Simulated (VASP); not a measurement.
# Al3Sn2H3 (Pm-3m) in VASP: further runs

Runs on Al3Sn2H3. Level: PBE. Tasks: single point, relaxation of cell and atoms.

Everything below comes from runs of VASP 6.6.1. Logs are shortened: lines on timing, memory, paths and dates and some standing lists are left out, and cuts for length are marked.

## 1. The cell of the first run

The structure is cubic, space group Pm-3m (No. 221). The conventional cell has a = 5.224 Å, b = 5.224 Å, c = 5.224 Å, α = 90.00°, β = 90.00°, γ = 90.00°. Within 3.4 Å of Al (site symmetry 4/mmm) lie 2 Sn at 2.61 Å and 4 H at 2.61 Å. Sn (site symmetry m-3m) has 6 H at 2.61 Å within 3.4 Å. Sn (site symmetry m-3m) has 6 Al at 2.61 Å within 3.4 Å. H (site symmetry 4/mmm) has 4 Al at 2.61 Å and 2 Sn at 2.61 Å within 3.4 Å.

The cell was generated, and may not be a known phase.

## 2. Single point, PBE

The input, INCAR:

```
  PREC = Accurate
  ENCUT = 520
  EDIFF = 1E-7
  ISMEAR = 0
  SIGMA = 0.1
  LREAL = F
  LASPH = T
  NELM = 100
  ALGO = Normal
  ISIF = 2
  LWAVE = F
  LCHARG = F
  GGA = PE
  NBANDS = 30
```

The input, KPOINTS:

```
Automatic mesh
0
Gamma
  8 8 8
```

The input, POSCAR:

```
Al3Sn2H3
1.0
    5.2235158821      0.0000000000      0.0000000000
    0.0000000000      5.2235158821      0.0000000000
    0.0000000000      0.0000000000      5.2235158821
Al Sn H
3 2 3
Direct
    0.5000000000      0.0000000000      0.0000000000
    0.0000000000      0.5000000000      0.0000000000
    0.0000000000      0.0000000000      0.5000000000
    0.5000000000      0.5000000000      0.5000000000
    0.0000000000      0.0000000000      0.0000000000
    0.0000000000      0.5000000000      0.5000000000
    0.5000000000      0.0000000000      0.5000000000
    0.5000000000      0.5000000000      0.0000000000
```

Potentials or basis: VASP PAW PBE potentials, release 64 (Al, Sn_d, H).

On the command line:

```bash
> cat potpaw_PBE.64/Al/POTCAR potpaw_PBE.64/Sn_d/POTCAR potpaw_PBE.64/H/POTCAR > POTCAR
> mpirun -np 1 vasp_std > vasp.out
```

OUTCAR:

```text
PREC = Accurate
   ENCUT = 520
   EDIFF = 1E-7
   ISMEAR = 0
   LREAL = F
   LASPH = T
   NELM = 100
   ISIF = 2
   GGA = PE

 ion  position               nearest neighbor table
   1  0.500  0.000  0.000-   5 2.61   5 2.61
   2  0.000  0.500  0.000-   5 2.61   5 2.61
   3  0.000  0.000  0.500-   5 2.61   5 2.61
   4  0.500  0.500  0.500-
   5  0.000  0.000  0.000-   1 2.61   2 2.61   3 2.61   3 2.61   2 2.61   1 2.61
   6  0.000  0.500  0.500-
   7  0.500  0.000  0.500-
   8  0.500  0.500  0.000-

  LATTYP: Found a simple cubic cell.
 ALAT       =     5.2235158821

  Lattice vectors:

 A1 = (   5.2235158821,   0.0000000000,   0.0000000000)
 A2 = (   0.0000000000,   5.2235158821,   0.0000000000)
 A3 = (   0.0000000000,   0.0000000000,   5.2235158821)

Analysis of symmetry for initial positions (statically):
=====================================================================
 Subroutine PRICEL returns:
 Original cell was already a primitive cell.

 Routine SETGRP: Setting up the symmetry group for a
 simple cubic supercell.

 Subroutine GETGRP returns: Found 48 space group operations
 (whereof 48 operations were pure point group operations)
 out of a pool of 48 trial point group operations.

The static configuration has the point symmetry O_h .

Analysis of symmetry for dynamics (positions and initial velocities):
=====================================================================
 Subroutine PRICEL returns:
 Original cell was already a primitive cell.

 Routine SETGRP: Setting up the symmetry group for a
 simple cubic supercell.

 Subroutine GETGRP returns: Found 48 space group operations
 (whereof 48 operations were pure point group operations)
 out of a pool of 48 trial point group operations.

The dynamic configuration has the point symmetry O_h .

 Subroutine INISYM returns: Found 48 space group operations
 (whereof 48 operations are pure point group operations),
 and found     1 'primitive' translations

----------------------------------------------------------------------------------------

                                     Primitive cell

  volume of cell :     142.5242

  direct lattice vectors                    reciprocal lattice vectors
     5.223515882  0.000000000  0.000000000     0.191441937  0.000000000  0.000000000
     0.000000000  5.223515882  0.000000000     0.000000000  0.191441937  0.000000000
     0.000000000  0.000000000  5.223515882     0.000000000  0.000000000  0.191441937

  length of vectors
     5.223515882  5.223515882  5.223515882     0.191441937  0.191441937  0.191441937

  position of ions in fractional coordinates (direct lattice)
     0.500000000  0.000000000  0.000000000
     0.000000000  0.500000000  0.000000000
     0.000000000  0.000000000  0.500000000
     0.500000000  0.500000000  0.500000000
     0.000000000  0.000000000  0.000000000
     0.000000000  0.500000000  0.500000000
     0.500000000  0.000000000  0.500000000
     0.500000000  0.500000000  0.000000000

  ion indices of the primitive-cell ions
   primitive index   ion index
                 1           1
                 2           2
                 3           3
                 4           4
                 5           5
                 6           6
                 7           7
                 8           8

----------------------------------------------------------------------------------------

 KPOINTS: Automatic mesh

Automatic generation of k-mesh.
 Grid dimensions read from file:
 generate k-points for:    8    8    8

 Generating k-lattice:

  Cartesian coordinates                     Fractional coordinates (reciprocal lattice)
     0.023930242  0.000000000  0.000000000     0.125000000  0.000000000  0.000000000
     0.000000000  0.023930242  0.000000000     0.000000000  0.125000000  0.000000000
     0.000000000  0.000000000  0.023930242     0.000000000  0.000000000  0.125000000

  Length of vectors
     0.023930242  0.023930242  0.023930242

  Shift w.r.t. Gamma in fractional coordinates (k-lattice)
     0.000000000  0.000000000  0.000000000

 Subroutine IBZKPT returns following result:
 ===========================================

 Found     35 irreducible k-points:

 Following reciprocal coordinates:
            Coordinates               Weight
  0.000000  0.000000  0.000000      1.000000
  0.125000  0.000000  0.000000      6.000000
  0.250000  0.000000  0.000000      6.000000
  0.375000  0.000000  0.000000      6.000000
  0.500000  0.000000  0.000000      3.000000
  0.125000  0.125000  0.000000     12.000000
[... 16 lines left out ...]
  0.375000  0.375000  0.125000     24.000000
  0.500000  0.375000  0.125000     24.000000
 [... further k-points ...]
   k-points           NKPTS =     35   k-points in BZ     NKDIM =     35   number of bands    NBANDS=     30
   number of dos      NEDOS =    301   number of ions     NIONS =      8
   total plane-waves  NPLWV =  64000
   dimension x,y,z NGX =    40 NGY =   40 NGZ =   40
   dimension x,y,z NGXF=    80 NGYF=   80 NGZF=   80
   ions per type =               3   2   3
   NGX,Y,Z   is equivalent  to a cutoff of  12.73, 12.73, 12.73 a.u.
   NGXF,Y,Z  is equivalent  to a cutoff of  25.46, 25.46, 25.46 a.u.
 SYSTEM =  unknown system
   PREC   = accura    normal or accurate (medium, high low for compatibility)
   ISTART =      0    job   : 0-new  1-cont  2-samecut
   ICHARG =      2    charge: 1-file 2-atom 10-const
   ISPIN  =      1    spin polarized calculation?
   LNONCOLLINEAR =      F non collinear calculations
   LSORBIT =      F    spin-orbit coupling
   LASPH  =      T    aspherical Exc in radial PAW
   ENCUT  =  520.0 eV  38.22 Ry    6.18 a.u.   9.71  9.71  9.71*2*pi/ulx,y,z
   NELM   =    100;   NELMIN=  2; NELMDL= -5     # of ELM steps
   EDIFF  = 0.1E-06   stopping-criterion for ELM
   LREAL  =      F    real-space projection
   EDIFFG = 0.1E-05   stopping-criterion for IOM
   NSW    =      0    number of steps for IOM
   IBRION =     -1    ionic relax: 0-MD 1-quasi-New 2-CG
   NFREE  =      0    steps in history (QN), initial steepest desc. (CG)
   ISIF   =      2    stress and relaxation
   ISYM   =      2    0-nonsym 1-usesym 2-fastsym
   POTIM  = 0.5000    time-step for ionic-motion
   TEBEG  =    0.0;   TEEND  =   0.0 temperature during run
   PSTRESS=    0.0 pullay stress
   NELECT =      40.0000    total number of electrons
   NUPDOWN=      -1.0000    fix difference up-down
   EMIN   =  10.00;   EMAX   =-10.00  energy-range for DOS
   EFERMI =   0.00;   METHOD = LEGACY
   ISMEAR =     0;   SIGMA  =   0.10  broadening in eV -4-tet -1-fermi 0-gaus
   EFERMI_NEDOS =   21; number of points for ismear=-14 and -15
   IALGO  =     38    algorithm
   IMIX   =      4    mixing-type and parameters
     AMIX     =   0.40;   BMIX     =  1.00
     AMIX_MAG =   1.60;   BMIX_MAG =  1.00
  volume/ion in A,a.u.               =      17.82       120.23
  Fermi-wavevector in a.u.,A,eV,Ry     =   1.071845  2.025493 15.631071  1.148851
  Thomas-Fermi vector in A             =   2.207597
   LORBIT       =      0    0 simple, 1 ext, 2 COOP (PROOUT), +10 PAW based schemes
   GGA     = PE    functional components
   LHFCALC =     F    Hartree Fock is set to
   AEXX    =    0.0000 exact exchange contribution
   IVDW    =     0    specifies the selected vdW correction
   LEPSILON=     F    determine dielectric tensor
   LRPA    =     F    only Hartree local field effects (RPA)
 non-spin polarized calculation
 Gauss-broadening in eV      SIGMA  =   0.10
  energy-cutoff  :      520.00
  volume of cell :      142.52
 maximum number of plane-waves:      3887
 NGX is ok and might be reduce to    40
   NGX = 19   NGY = 19   NGZ = 19

 number of electron      39.9999971 magnetization

 Free energy of the ion-electron system (eV)
  ---------------------------------------------------
  ext. energy  EPLUGINS =         0.00000000
  ---------------------------------------------------
  free energy    TOTEN  =       -23.52433950 eV

  energy without entropy =      -23.50268626  energy(sigma->0) =      -23.51351288

 E-fermi :   5.4307     XC(G=0):  -9.3363

 val. band max:        5.4272171960   @ k =   0.5000   0.2500   0.2500
 cond. band min:       5.4438680354   @ k =   0.3750   0.2500   0.1250
 fundamental gap:      0.0166508394
 Fermi energy:         5.4306789134

 k-point     1 :       0.0000    0.0000    0.0000
  band No.  band energies     occupation
      1     -16.3040      2.00000
      2     -16.3040      2.00000
      3     -16.1988      2.00000
      4     -16.1988      2.00000
      5     -16.1988      2.00000
      6     -16.0665      2.00000
[... 22 lines left out ...]
     29       9.2296      0.00000
     30       9.2296      0.00000

 k-point     2 :       0.1250    0.0000    0.0000
  band No.  band energies     occupation
      1     -16.3039      2.00000
      2     -16.3031      2.00000
      3     -16.1988      2.00000
      4     -16.1988      2.00000
      5     -16.1988      2.00000
      6     -16.0666      2.00000
[... 22 lines left out ...]
     29       9.8344      0.00000
     30       9.8344      0.00000

 k-point     3 :       0.2500    0.0000    0.0000
  band No.  band energies     occupation
      1     -16.3039      2.00000
      2     -16.3011      2.00000
      3     -16.1989      2.00000
      4     -16.1989      2.00000
      5     -16.1987      2.00000
      6     -16.0668      2.00000
[... 22 lines left out ...]
     29       9.4145      0.00000
     30       9.4883      0.00000

 k-point     4 :       0.3750    0.0000    0.0000
  band No.  band energies     occupation
      1     -16.3038      2.00000
      2     -16.2990      2.00000
      3     -16.1989      2.00000
      4     -16.1989      2.00000
      5     -16.1986      2.00000
      6     -16.0669      2.00000
[... 22 lines left out ...]
     29       9.7583      0.00000
     30      10.1247      0.00000

 k-point     5 :       0.5000    0.0000    0.0000
  band No.  band energies     occupation
      1     -16.3038      2.00000
      2     -16.2982      2.00000
      3     -16.1989      2.00000
      4     -16.1989      2.00000
      5     -16.1986      2.00000
      6     -16.0670      2.00000
[... 22 lines left out ...]
     29       9.9234      0.00000
     30      10.6898      0.00000
[... 526 lines left out ...]
     29      10.1000      0.00000
     30      10.2040      0.00000

 k-point    22 :       0.5000    0.2500    0.1250
  band No.  band energies     occupation
      1     -16.3013      2.00000
      2     -16.2970      2.00000
      3     -16.1992      2.00000
      4     -16.1991      2.00000
      5     -16.1989      2.00000
      6     -16.0672      2.00000
[... 22 lines left out ...]
     29      10.2097      0.00000
     30      10.5427      0.00000

 k-point    23 :       0.3750    0.3750    0.1250
  band No.  band energies     occupation
      1     -16.3006      2.00000
      2     -16.2965      2.00000
      3     -16.1992      2.00000
      4     -16.1991      2.00000
      5     -16.1990      2.00000
      6     -16.0673      2.00000
[... 22 lines left out ...]
     29      10.3038      0.00000
     30      10.5974      0.00000

 k-point    24 :       0.5000    0.3750    0.1250
  band No.  band energies     occupation
      1     -16.3004      2.00000
      2     -16.2959      2.00000
      3     -16.1993      2.00000
      4     -16.1991      2.00000
      5     -16.1991      2.00000
      6     -16.0674      2.00000
[... 22 lines left out ...]
     29      10.3052      0.00000
     30      10.7535      0.00000

 [... further k-points ...]
[... 5 lines left out ...]
  --------------------------------------------------------------------------------------
  -------------------------------------------------------------------------------------
  Total       -0.0767119     -0.0767119     -0.0767119     -0.0000000     -0.0000000      0.0000000
  in kB       -0.8623517     -0.8623517     -0.8623517     -0.0000000     -0.0000000      0.0000000
  external PRESSURE =      -0.8623517 kB  Pullay stress =       0.0000000 kB

 VOLUME and BASIS-vectors are now :
 -----------------------------------------------------------------------------
  energy-cutoff  :      520.00
  volume of cell :      142.52
      direct lattice vectors                 reciprocal lattice vectors
     5.223515882  0.000000000  0.000000000     0.191441937  0.000000000  0.000000000
     0.000000000  5.223515882  0.000000000     0.000000000  0.191441937  0.000000000
     0.000000000  0.000000000  5.223515882     0.000000000  0.000000000  0.191441937

 POSITION                                       TOTAL-FORCE (eV/Angst)
 -----------------------------------------------------------------------------------
      2.61176      0.00000      0.00000         0.000000      0.000000      0.000000
      0.00000      2.61176      0.00000         0.000000      0.000000      0.000000
      0.00000      0.00000      2.61176         0.000000      0.000000      0.000000
      2.61176      2.61176      2.61176         0.000000      0.000000      0.000000
      0.00000      0.00000      0.00000         0.000000      0.000000      0.000000
      0.00000      2.61176      2.61176         0.000000      0.000000      0.000000
      2.61176      0.00000      2.61176         0.000000      0.000000      0.000000
      2.61176      2.61176      0.00000         0.000000      0.000000      0.000000
 -----------------------------------------------------------------------------------
    total drift:                               -0.000000      0.000000     -0.000000

  FREE ENERGIE OF THE ION-ELECTRON SYSTEM (eV)
  ---------------------------------------------------
  free  energy   TOTEN  =       -23.5243395020 eV

  energy  without entropy=      -23.5026862557  energy(sigma->0) =      -23.51351288
```

It took 1.8 min on 1 thread of Intel Xeon Platinum 8488C (Sapphire Rapids), shared host; peak memory 0.32 GiB.

What came out:

```yaml
Free_energy: -23.5243 eV
Pressure: -0.1 GPa
Band_gap_on_the_k_mesh: zero (bands 20 and 21 overlap by 4.14 eV)
```

Caveat: spin-orbit coupling is left out, which moves the levels of the heavy elements.

## 3. Relaxation of cell and atoms, PBE

This run uses another cell than the first one, of 17.93 Å³/atom.

The input, INCAR:

```
SYSTEM = Al3Sn2H3
  PREC = Accurate
  ENCUT = 600
  EDIFF = 1E-7
  ISMEAR = 0
  SIGMA = 0.1
  LREAL = .False.
  LASPH = .True.
  NELM = 100
  ALGO = Normal
  ISIF = 3
  LWAVE = .False.
  LCHARG = .False.
  GGA = PE
  IBRION = 2
  NSW = 100
  EDIFFG = -0.01
```

The input, KPOINTS:

```
regular mesh
0
Gamma
  8 8 8
  0 0 0
```

Changes to POSCAR since step 2:

```diff
@@ -2,5 +2,5 @@
 1.0
-    5.2235158821      0.0000000000      0.0000000000
-    0.0000000000      5.2235158821      0.0000000000
-    0.0000000000      0.0000000000      5.2235158821
+    5.2346479483      0.0000000000      0.0000000000
+    0.0000000000      5.2346479483      0.0000000000
+    0.0000000000      0.0000000000      5.2346479483
 Al Sn H
```

Potentials or basis: VASP PAW PBE potentials, release 64 (Al, Sn_d, H).

On the command line:

```bash
> cat potpaw_PBE.64/Al/POTCAR potpaw_PBE.64/Sn_d/POTCAR potpaw_PBE.64/H/POTCAR > POTCAR
> mpirun -np 1 vasp_std > vasp.out
```

Run time: 4.6 min. Hardware: 1 thread of Intel Xeon Platinum 8488C (Sapphire Rapids), shared host; peak memory 0.36 GiB.

Results (log left out):

```yaml
Free_energy: -23.5252 eV
Relaxed_volume: 17.84 Å³/atom
Relaxed_cell: a = 5.226 Å, b = 5.226 Å, c = 5.226 Å, α = 90.00°, β = 90.00°, γ = 90.00°
Space_group_after_relaxing_to_0.1_Å: Pm-3m (No. 221)
Energy_gained_by_relaxing: 0.1 meV/atom
Ionic_steps: 2
Pressure_after_relaxing: -0.1 GPa
Band_gap_on_the_k_mesh: zero (bands 20 and 21 overlap by 4.13 eV)
```

The path:
| step | energy change (eV) | largest force (eV/Å) | pressure (GPa) | volume (Å³) |
| --- | --- | --- | --- | --- |
| 1 | 0.0000 | 0.0000 | -0.32 | 143.44 |
| 2 | -0.0010 | 0.0000 | -0.09 | 142.69 |

Final structure:
```
Al Sn H
1.0
     5.22552    0.00000    0.00000
     0.00000    5.22552    0.00000
     0.00000    0.00000    5.22552
Al Sn H
3 2 3
Cartesian
  2.6128 0.0000 0.0000
  0.0000 2.6128 0.0000
  0.0000 0.0000 2.6128
  2.6128 2.6128 2.6128
  0.0000 0.0000 0.0000
  0.0000 2.6128 2.6128
  2.6128 0.0000 2.6128
  2.6128 2.6128 0.0000
```

Levels at points of the mesh, in eV from the Fermi level:
```csv
k point,band 16,band 17,band 18,band 19,band 20,band 21,band 22,band 23,band 24,band 25
"(0.00, 0.00, 0.00)",-3.91,-3.91,-1.37,-0.52,-0.52,0.05,0.05,0.05,1.96,1.96
"(0.50, 0.00, 0.00)",-3.37,-3.37,-2.89,-1.27,-1.27,-0.41,0.88,2.16,2.16,2.44
"(0.50, 0.50, 0.00)",-2.92,-2.92,-2.78,-2.32,-0.15,0.29,0.29,2.88,2.88,3.27
"(0.50, 0.50, 0.50)",-5.22,-5.22,-5.22,3.50,3.50,3.50,3.56,3.56,3.66,3.66
```

Caveat: spin-orbit coupling is left out, which moves the levels of the heavy elements.
